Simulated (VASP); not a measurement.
Set up this calculation in VASP 6.6.1, as the native input.

| Item | Value |
| --- | --- |
| Task | relaxation of cell and atoms |
| Functional | PBE |
| Potentials or basis | VASP PAW PBE potentials, release 64 (Ti_sv, C) |
| Cutoff | 600 eV |
| k mesh | 8 × 8 × 8 |
| Occupations | gaussian, width 0.2 eV |
| Spin | no spin polarisation |
| Dipole correction | no |
| Further INCAR settings | ALGO = Normal; EDIFF = 1e-07; IBRION = 2; EDIFFG = -0.08; NSW = 36; ISIF = 3 |

The structure of Ti3C lies in POSCAR:

```
Ti3C
1.0
   -1.4600000000      2.0650000000      4.3800000000
    1.4600000000     -2.0650000000      4.3800000000
    1.4600000000      2.0650000000     -4.3800000000
Ti C
3 1
Direct
    0.5000000000      0.0000000000      0.5000000000
    0.8330000000      0.3330000000      0.5000000000
    0.1670000000      0.6670000000      0.5000000000
    0.0000000000      0.0000000000      0.0000000000
```

These files were run (other wordings do the same):

INCAR

```
PREC = Accurate
ENCUT = 600
EDIFF = 1E-7
ISMEAR = 0
SIGMA = 0.2
LREAL = False
LASPH = True
NELM = 60
ALGO = Normal
ISIF = 3
LWAVE = False
LCHARG = False
GGA = PE
IBRION = 2
NSW = 36
EDIFFG = -0.08
```

KPOINTS

```
Automatic mesh
0
Gamma
  8 8 8
```

Potentials or basis: VASP PAW PBE potentials, release 64 (Ti_sv, C).

Run with:

```sh
$ cat potpaw_PBE.64/Ti_sv/POTCAR potpaw_PBE.64/C/POTCAR > POTCAR
$ mpirun -np 1 vasp_std > vasp.out
```

Results of the run:

| Property | Result |
| --- | --- |
| Relaxed volume | 14.64 Å³/atom |
| Relaxed cell | a = 5.226 Å, b = 5.226 Å, c = 5.226 Å, α = 145.70°, β = 132.73°, γ = 59.70° |
| Space group after relaxing (to 0.1 Å) | Immm (No. 71) |
| Energy gained by relaxing | 78.5 meV/atom |
| Ionic steps | 7 |
| Pressure after relaxing | 0.2 GPa |
| Band gap on the k mesh | zero (bands 20 and 21 overlap by 1.01 eV) |

Wall time 12 min on 1 thread of Intel(R) Xeon(R) 6975P-C (Granite Rapids) (shared host), peak memory 0.33 GiB.
